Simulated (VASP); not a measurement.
# GaN (P6_3mc) in VASP: a series of runs

GaN is run at these levels: LDA; tasks: single point.

Program: VASP 6.6.1. These are calculated values, not measurements. Logs are shortened: lines on timing, memory, paths and dates and some standing lists are left out, and cuts for length are marked.

### Step 1. The cell of the first run

Symmetry: P6_3mc, No. 186, hexagonal system. The conventional cell has a = 3.041 Å, b = 3.041 Å, c = 4.522 Å, α = 90.00°, β = 90.00°, γ = 120.00°. Ga (site symmetry 3m) has 4 N at 1.70 to 1.84 Å within 2.3 Å. N (site symmetry 3m) has 4 Ga at 1.70 to 1.84 Å within 2.3 Å.

### Step 2. Single point, LDA

Input file INCAR:

```
  ALGO = Normal
  EDIFF = 1E-7
  ENCUT = 520
  GGA = CA
  ISIF = 2
  ISMEAR = 0
  LASPH = True
  LCHARG = False
  LREAL = False
  LWAVE = False
  NBANDS = 26
  NELM = 60
  PREC = Accurate
  SIGMA = 0.05
```

Input file KPOINTS:

```
k-points
0
Gamma
  12 12 6
```

Input file POSCAR:

```
GaN
1.0
    3.0414000000      0.0000000000      0.0000000000
   -1.5207000000      2.6339296631      0.0000000000
    0.0000000000      0.0000000000      4.5217000000
Ga N
2 2
Direct
    0.3333333333      0.6666666667      0.9992962937
    0.6666666667      0.3333333333      0.4992962937
    0.3333333333      0.6666666667      0.3757037063
    0.6666666667      0.3333333333      0.8757037063
```

Potentials or basis: VASP PAW LDA potentials, release 64 (Ga_d, N).

The run is started by

```
> cat potpaw_LDA.64/Ga_d/POTCAR potpaw_LDA.64/N/POTCAR > POTCAR
> mpirun -np 1 vasp_std > vasp.out
```

OUTCAR:

```text
EDIFF = 1E-7
   ENCUT = 520
   GGA = CA
   ISIF = 2
   ISMEAR = 0
   LASPH = True
   LREAL = False
   NELM = 60
   PREC = Accurate

 ion  position               nearest neighbor table
   1  0.333  0.667  0.999-   3 1.70   4 1.84   4 1.84   4 1.84   2 2.86   2 2.86   2 2.86   2 2.86
                             2 2.86   2 2.86
   2  0.667  0.333  0.499-   4 1.70   3 1.84   3 1.84   3 1.84   1 2.86   1 2.86   1 2.86   1 2.86
                             1 2.86   1 2.86
   3  0.333  0.667  0.376-   1 1.70   2 1.84   2 1.84   2 1.84
   4  0.667  0.333  0.876-   2 1.70   1 1.84   1 1.84   1 1.84

  LATTYP: Found a hexagonal cell.
 ALAT       =     3.0414000000
 C/A-ratio  =     1.4867166437

  Lattice vectors:

 A1 = (   3.0414000000,   0.0000000000,   0.0000000000)
 A2 = (  -1.5207000000,   2.6339296631,   0.0000000000)
 A3 = (   0.0000000000,   0.0000000000,   4.5217000000)

Analysis of symmetry for initial positions (statically):
=====================================================================
 Subroutine PRICEL returns:
 Original cell was already a primitive cell.

 Routine SETGRP: Setting up the symmetry group for a
 hexagonal supercell.

 Subroutine GETGRP returns: Found 12 space group operations
 (whereof  6 operations were pure point group operations)
 out of a pool of 24 trial point group operations.

The static configuration has the point symmetry C_3v.
 The point group associated with its full space group is C_6v.

Analysis of symmetry for dynamics (positions and initial velocities):
=====================================================================
 Subroutine PRICEL returns:
 Original cell was already a primitive cell.

 Routine SETGRP: Setting up the symmetry group for a
 hexagonal supercell.

 Subroutine GETGRP returns: Found 12 space group operations
 (whereof  6 operations were pure point group operations)
 out of a pool of 24 trial point group operations.

The dynamic configuration has the point symmetry C_3v.
 The point group associated with its full space group is C_6v.

 Subroutine INISYM returns: Found 12 space group operations
 (whereof  6 operations are pure point group operations),
 and found     1 'primitive' translations

----------------------------------------------------------------------------------------

                                     Primitive cell

  volume of cell :      36.2226

  direct lattice vectors                    reciprocal lattice vectors
     3.041400000  0.000000000  0.000000000     0.328795949  0.189830430  0.000000000
    -1.520700000  2.633929663  0.000000000     0.000000000  0.379660860  0.000000000
     0.000000000  0.000000000  4.521700000     0.000000000  0.000000000  0.221155760

  length of vectors
     3.041400000  3.041400000  4.521700000     0.379660860  0.379660860  0.221155760

  position of ions in fractional coordinates (direct lattice)
     0.333333333  0.666666667  0.999296294
     0.666666667  0.333333333  0.499296294
     0.333333333  0.666666667  0.375703706
     0.666666667  0.333333333  0.875703706

  ion indices of the primitive-cell ions
   primitive index   ion index
                 1           1
                 2           2
                 3           3
                 4           4

----------------------------------------------------------------------------------------

 KPOINTS: k-points

Automatic generation of k-mesh.
 Grid dimensions read from file:
 generate k-points for:   12   12    6

 Generating k-lattice:

  Cartesian coordinates                     Fractional coordinates (reciprocal lattice)
     0.027399662  0.015819202  0.000000000     0.083333333  0.000000000  0.000000000
     0.000000000  0.031638405  0.000000000     0.000000000  0.083333333  0.000000000
     0.000000000  0.000000000  0.036859293     0.000000000  0.000000000  0.166666667

  Length of vectors
     0.031638405  0.031638405  0.036859293

  Shift w.r.t. Gamma in fractional coordinates (k-lattice)
     0.000000000  0.000000000  0.000000000

 Subroutine IBZKPT returns following result:
[... 55 lines left out ...]
  band No.  band energies     occupation
      1      -9.8797      2.00000
      2      -8.3671      2.00000
      3      -5.9952      2.00000
      4      -5.9530      2.00000
      5      -5.9379      2.00000
      6      -5.7799      2.00000
[... 18 lines left out ...]
     25      21.4593      0.00000
     26      21.5692      0.00000

 k-point     4 :       0.2500    0.0000    0.0000
  band No.  band energies     occupation
      1      -9.5072      2.00000
      2      -8.3089      2.00000
      3      -5.9517      2.00000
      4      -5.9314      2.00000
      5      -5.8809      2.00000
      6      -5.6720      2.00000
[... 18 lines left out ...]
     25      21.1615      0.00000
     26      21.9270      0.00000

 k-point     5 :       0.3333    0.0000    0.0000
  band No.  band energies     occupation
      1      -9.1137      2.00000
      2      -8.2694      2.00000
      3      -5.9432      2.00000
      4      -5.9266      2.00000
      5      -5.8213      2.00000
      6      -5.6341      2.00000
[... 18 lines left out ...]
     25      21.0994      0.00000
     26      22.7734      0.00000

 k-point     6 :       0.4167    0.0000    0.0000
  band No.  band energies     occupation
      1      -8.8137      2.00000
      2      -8.2596      2.00000
      3      -5.9574      2.00000
      4      -5.9310      2.00000
      5      -5.7769      2.00000
      6      -5.6348      2.00000
[... 427 lines left out ...]
 k-point    21 :       0.0833    0.0000    0.1667
  band No.  band energies     occupation
      1      -9.9981      2.00000
      2      -8.4732      2.00000
      3      -6.0340      2.00000
      4      -5.9834      2.00000
      5      -5.9812      2.00000
      6      -5.8396      2.00000
[... 18 lines left out ...]
     25      20.5245      0.00000
     26      20.9172      0.00000

 k-point    22 :       0.1667    0.0000    0.1667
  band No.  band energies     occupation
      1      -9.7480      2.00000
      2      -8.4074      2.00000
      3      -5.9990      2.00000
      4      -5.9519      2.00000
      5      -5.9488      2.00000
      6      -5.8024      2.00000
[... 18 lines left out ...]
     25      20.7690      0.00000
     26      21.0501      0.00000

 k-point    23 :       0.2500    0.0000    0.1667
  band No.  band energies     occupation
      1      -9.3901      2.00000
      2      -8.3316      2.00000
      3      -5.9618      2.00000
      4      -5.9185      2.00000
      5      -5.9054      2.00000
      6      -5.6916      2.00000
[... 18 lines left out ...]
     25      20.7916      0.00000
     26      21.7053      0.00000

 k-point    24 :       0.3333    0.0000    0.1667
  band No.  band energies     occupation
      1      -9.0175      2.00000
      2      -8.2755      2.00000
      3      -5.9587      2.00000
      4      -5.9045      2.00000
      5      -5.8504      2.00000
      6      -5.6541      2.00000
[... 18 lines left out ...]
     25      20.9844      0.00000
     26      22.5556      0.00000

 [... further k-points ...]
[... 5 lines left out ...]
  --------------------------------------------------------------------------------------
  -------------------------------------------------------------------------------------
  Total        9.7595704      9.7595704     26.9940297      0.0000000      0.0000000      0.0000000
  in kB      431.6798948    431.6798948   1193.9849269      0.0000000      0.0000000      0.0000000
  external PRESSURE =     685.7815722 kB  Pullay stress =       0.0000000 kB

 VOLUME and BASIS-vectors are now :
 -----------------------------------------------------------------------------
  energy-cutoff  :      520.00
  volume of cell :       36.22
      direct lattice vectors                 reciprocal lattice vectors
     3.041400000  0.000000000  0.000000000     0.328795949  0.189830430  0.000000000
    -1.520700000  2.633929663  0.000000000     0.000000000  0.379660860  0.000000000
     0.000000000  0.000000000  4.521700000     0.000000000  0.000000000  0.221155760

 POSITION                                       TOTAL-FORCE (eV/Angst)
 -----------------------------------------------------------------------------------
     -0.00000      1.75595      4.51852        -0.000000      0.000000     -3.201413
      1.52070      0.87798      2.25767         0.000000     -0.000000     -3.201413
     -0.00000      1.75595      1.69882        -0.000000      0.000000      3.201413
      1.52070      0.87798      3.95967         0.000000     -0.000000      3.201413
 -----------------------------------------------------------------------------------
    total drift:                               -0.000000     -0.000001     -0.000427

  FREE ENERGIE OF THE ION-ELECTRON SYSTEM (eV)
  ---------------------------------------------------
  free  energy   TOTEN  =       -26.0122871120 eV

  energy  without entropy=      -26.0122871120  energy(sigma->0) =      -26.01228711
```

It took 23 s on 1 thread of Intel Xeon 6975P-C (Granite Rapids), shared host; peak memory 0.17 GiB.

Results:

* Free energy: -26.0123 eV
* Pressure: 68.6 GPa
* Largest force: 3.201 eV/Å
* Band gap on the k mesh: 3.36 eV

Forces in eV/Å, atoms in the order of the input:
```
Ga   0.000  0.000 -3.201
Ga   0.000  0.000 -3.201
N    0.000  0.000  3.201
N    0.000  0.000  3.201
```

Stress tensor (GPa, compression positive):
```
 43.17   0.00   0.00
  0.00  43.17   0.00
  0.00   0.00 119.40
```

Caveat: the stress differs along the axes, from 43 to 119 GPa; forces of over 1 eV/Å act on the atoms, so gaps and moduli don't describe the material at rest. A k mesh can miss the band edges.

### Step 3. Single point, LDA

This run uses another cell than the first one, of 9.56 Å³/atom.

Input file INCAR:

```
ALGO     = Normal         # electronic algorithm
EDIFF    = 1E-6           # SCF threshold, eV
ENCUT    = 520            # plane-wave cutoff, eV
ISIF     = 2              # what is computed and relaxed
ISMEAR   = 0              # smearing method
LASPH    = True           # aspherical terms in the spheres
LCHARG   = False          # write CHGCAR
LREAL    = False          # projectors in reciprocal space
LWAVE    = False          # write WAVECAR
NBANDS   = 26             # bands
NELM     = 80             # most SCF steps
PREC     = Accurate       # precision mode
SIGMA    = 0.05           # smearing width, eV
```

KPOINTS is that of step 2.

Input file POSCAR:

```
GaN
1.0
    2.9311000000      0.0000000000      0.0000000000
   -1.4655500000      2.5384070610      0.0000000000
    0.0000000000      0.0000000000      5.1383140418
Ga N
2 2
Direct
    0.3333333333      0.6666666667      0.9992962937
    0.6666666667      0.3333333333      0.4992962937
    0.3333333333      0.6666666667      0.3757037063
    0.6666666667      0.3333333333      0.8757037063
```

Potentials or basis: VASP PAW LDA potentials, release 64 (Ga_d, N).

The run is started by

```
> cat potpaw_LDA.64/Ga_d/POTCAR potpaw_LDA.64/N/POTCAR > POTCAR
> mpirun -np 1 vasp_std > vasp.out
```

Run time: 23 s. Hardware: 1 thread of Intel Xeon 6975P-C (Granite Rapids), shared host; peak memory 0.18 GiB.

It converged, with:

```
Free energy            : -26.9285 eV
Pressure               : 44.3 GPa
Largest force          : 1.416 eV/Å
Band gap on the k mesh : 2.66 eV
```

Forces on the atoms (eV/Å):
```
Ga   0.000  0.000  1.416
Ga   0.000  0.000  1.416
N    0.000  0.000 -1.416
N    0.000  0.000 -1.416
```

Stress tensor (GPa, compression positive):
```
59.13  0.00  0.00
 0.00 59.13  0.00
 0.00  0.00 14.74
```

Levels at points of the mesh, in eV from the valence-band top:
```tsv
k point	band 15	band 16	band 17	band 18	band 19	band 20	band 21	band 22
(0.00, 0.00, 0.00)	-1.00	-0.49	0.00	0.00	2.66	6.04	9.35	10.32
(0.50, 0.00, 0.00)	-5.16	-3.23	-2.93	-1.46	5.49	5.78	6.54	9.49
(0.00, 0.00, 0.50)	-0.51	-0.51	-0.51	-0.51	5.48	5.48	8.76	8.76
(0.50, 0.00, 0.50)	-2.75	-2.75	-2.41	-2.41	4.43	4.43	8.47	8.47
```

Caveat: the stress differs along the axes, from 15 to 59 GPa; forces of over 1 eV/Å act on the atoms, so gaps and moduli don't describe the material at rest.

### Step 4. Single point, LDA

This run uses another cell than the first one, of 9.67 Å³/atom.

Input file INCAR:

```
SYSTEM = GaN
PREC = Accurate
ENCUT = 520
EDIFF = 1E-6
ISMEAR = 0
SIGMA = 0.05
LREAL = .False.
LASPH = .True.
NELM = 60
ALGO = Normal
ISIF = 2
LWAVE = .False.
LCHARG = .False.
NBANDS = 26
```

Input file KPOINTS:

```
Automatic mesh
0
Gamma
  12 12 6
  0 0 0
```

Input file POSCAR:

```
GaN
1.0
    3.0414000000      0.0000000000      0.0000000000
   -1.5207000000      2.6339296631      0.0000000000
    0.0000000000      0.0000000000      4.8300000000
Ga N
2 2
Direct
    0.3333333333      0.6666666667      0.9992962937
    0.6666666667      0.3333333333      0.4992962937
    0.3333333333      0.6666666667      0.3757037063
    0.6666666667      0.3333333333      0.8757037063
```

The run is started by

```
> cat potpaw_LDA.64/Ga_d/POTCAR potpaw_LDA.64/N/POTCAR > POTCAR
> mpirun -np 1 vasp_std > vasp.out
```

It took 25 s on 1 thread of Intel Xeon 6975P-C (Granite Rapids), shared host; peak memory 0.18 GiB.

It converged, with:

```
Free energy            : -27.2710 eV
Pressure               : 38.1 GPa
Largest force          : 0.577 eV/Å
Band gap on the k mesh : 3.08 eV
```

Forces in eV/Å, atoms in the order of the input:
```
Ga   0.000  0.000 -0.577
Ga   0.000  0.000 -0.577
N    0.000  0.000  0.577
N    0.000  0.000  0.577
```

Stress tensor (GPa, compression positive):
```
32.52  0.00  0.00
 0.00 32.52  0.00
 0.00  0.00 49.38
```

Levels at points of the mesh, in eV from the valence-band top:
```
           k point  band 15  band 16  band 17  band 18  band 19  band 20  band 21  band 22
(0.00, 0.00, 0.00)    -1.42    -0.03    -0.03     0.00     3.08     5.00    10.18    10.42
(0.50, 0.00, 0.00)    -5.09    -3.54    -2.79    -1.20     5.15     6.21     6.77     9.86
(0.00, 0.00, 0.50)    -0.74    -0.74    -0.74    -0.74     5.15     5.15     9.34     9.34
(0.50, 0.00, 0.50)    -2.47    -2.47    -2.18    -2.18     4.82     4.82     8.70     8.70
```

Caveat: the stress differs along the axes, from 33 to 49 GPa. A k mesh can miss the band edges.

### Step 5. Single point, LDA

This run uses another cell than the first one, of 9.67 Å³/atom.

Input file INCAR:

```
SYSTEM = GaN
PREC     = Accurate       ! precision mode
ENCUT    = 520            ! plane-wave cutoff, eV
EDIFF    = 1E-6           ! SCF threshold, eV
ISMEAR   = 0              ! smearing method
SIGMA    = 0.05           ! smearing width, eV
LREAL    = .False.        ! projectors in reciprocal space
LASPH    = .True.         ! aspherical terms in the spheres
NELM     = 80             ! most SCF steps
ALGO     = Normal         ! electronic algorithm
ISIF     = 2              ! what is computed and relaxed
LWAVE    = .False.        ! write WAVECAR
LCHARG   = .False.        ! write CHGCAR
GGA      = CA             ! functional
NBANDS   = 26             ! bands
```

KPOINTS is that of step 4.

POSCAR is that of step 4.

The run is started by

```
> cat potpaw_LDA.64/Ga_d/POTCAR potpaw_LDA.64/N/POTCAR > POTCAR
> mpirun -np 1 vasp_std > vasp.out
```

Run time: 30 s. Hardware: 1 thread of Intel Xeon 6975P-C (Granite Rapids), shared host; peak memory 0.18 GiB.

The run converged. Its results:

| Item | Value |
| --- | --- |
| Free energy | -27.2710 eV |
| Pressure | 38.1 GPa |
| Largest force | 0.577 eV/Å |
| Band gap on the k mesh | 3.08 eV |

Forces on the atoms (eV/Å):
```
Ga   0.000  0.000 -0.577
Ga   0.000  0.000 -0.577
N    0.000  0.000  0.577
N    0.000  0.000  0.577
```

Stress tensor (GPa, compression positive):
```
32.52  0.00  0.00
 0.00 32.52  0.00
 0.00  0.00 49.38
```

Levels at points of the mesh, in eV from the valence-band top:
```
           k point  band 15  band 16  band 17  band 18  band 19  band 20  band 21  band 22
(0.00, 0.00, 0.00)    -1.42    -0.03    -0.03     0.00     3.08     5.00    10.18    10.42
(0.50, 0.00, 0.00)    -5.09    -3.54    -2.79    -1.20     5.15     6.21     6.77     9.86
(0.00, 0.00, 0.50)    -0.74    -0.74    -0.74    -0.74     5.15     5.15     9.34     9.34
(0.50, 0.00, 0.50)    -2.47    -2.47    -2.18    -2.18     4.82     4.82     8.70     8.70
```

Caveat: the stress differs along the axes, from 33 to 49 GPa. A k mesh can miss the band edges.

### Step 6. Single point, LDA

This run uses another cell than the first one, of 9.72 Å³/atom.

Input file INCAR:

```
ALGO = Normal ; EDIFF = 1E-6
ENCUT = 520 ; ISIF = 2
ISMEAR = 0 ; LASPH = True
LCHARG = False ; LREAL = False
LWAVE = False ; NBANDS = 26
NELM = 100 ; PREC = Accurate
SIGMA = 0.05
```

Input file KPOINTS:

```
k-points
0
Gamma
  12 12 6
```

Input file POSCAR:

```
GaN
1.0
    3.1516808476      0.0000000000      0.0000000000
   -1.5758404238      2.7294356786      0.0000000000
    0.0000000000      0.0000000000      4.5217000000
Ga N
2 2
Direct
    0.3333333333      0.6666666667      0.9992962937
    0.6666666667      0.3333333333      0.4992962937
    0.3333333333      0.6666666667      0.3757037063
    0.6666666667      0.3333333333      0.8757037063
```

Potentials or basis: VASP PAW LDA potentials, release 64 (Ga_d, N).

The run is started by

```
> cat potpaw_LDA.64/Ga_d/POTCAR potpaw_LDA.64/N/POTCAR > POTCAR
> mpirun -np 1 vasp_std > vasp.out
```

It took 30 s on 1 thread of Intel Xeon 6975P-C (Granite Rapids), shared host; peak memory 0.18 GiB.

The run converged. Its results:

```yaml
Free_energy: -26.4720 eV
Pressure: 43.2 GPa
Largest_force: 3.880 eV/Å
Band_gap_on_the_k_mesh: 2.85 eV
```

Forces in eV/Å, atoms in the order of the input:
```
Ga   0.000  0.000 -3.880
Ga   0.000  0.000 -3.880
N    0.000  0.000  3.880
N    0.000  0.000  3.880
```

Stress tensor (GPa, compression positive):
```
 13.75   0.00   0.00
  0.00  13.75   0.00
  0.00   0.00 102.10
```

Levels at points of the mesh, in eV from the valence-band top:
```
           k point  band 16  band 17  band 18  band 19  band 20  band 21
(0.00, 0.00, 0.00)    -0.26    -0.26     0.00     2.85     3.76     9.35
(0.50, 0.00, 0.00)    -4.14    -2.93    -1.10     4.26     6.41     6.92
(0.00, 0.00, 0.50)    -1.19    -1.19    -1.19     4.53     4.53     9.84
(0.50, 0.00, 0.50)    -2.76    -1.79    -1.79     4.73     4.73     8.95
```

Caveat: the stress differs along the axes, from 14 to 102 GPa; forces of over 1 eV/Å act on the atoms, so gaps and moduli don't describe the material at rest.

### Step 7. The runs side by side

| cell | gap on the mesh (eV) | pressure (GPa) | largest force (eV/Å) |
| --- | --- | --- | --- |
| a = 3.041, b = 3.041, c = 4.522 Å, angles 90.0, 90.0, 120.0°, 4 atoms | 3.36 | 68.6 | 3.20 |
| a = 2.931, b = 2.931, c = 5.138 Å, angles 90.0, 90.0, 120.0°, 4 atoms | 2.66 | 44.3 | 1.42 |
| a = 3.041, b = 3.041, c = 4.830 Å, angles 90.0, 90.0, 120.0°, 4 atoms | 3.08 | 38.1 | 0.58 |
| a = 3.152, b = 3.152, c = 4.522 Å, angles 90.0, 90.0, 120.0°, 4 atoms | 2.85 | 43.2 | 3.88 |

Alike in all rows: task single point; level LDA; potentials or basis VASP PAW LDA potentials, release 64 (Ga_d, N); no spin polarisation; k mesh 12 × 12 × 6; cutoff (eV) 520; smearing gaussian 0.05 eV.

Caveats: forces of over 1 eV/Å act on the atoms, so gaps and moduli don't describe the material at rest (at least some runs); the stress differs along the axes, from 43 to 119 GPa (at least some runs); the stress differs along the axes, from 15 to 59 GPa (at least some runs); the stress differs along the axes, from 33 to 49 GPa (at least some runs); the stress differs along the axes, from 14 to 102 GPa (at least some runs).

Absolute energies hang on the potentials; compare differences alone.
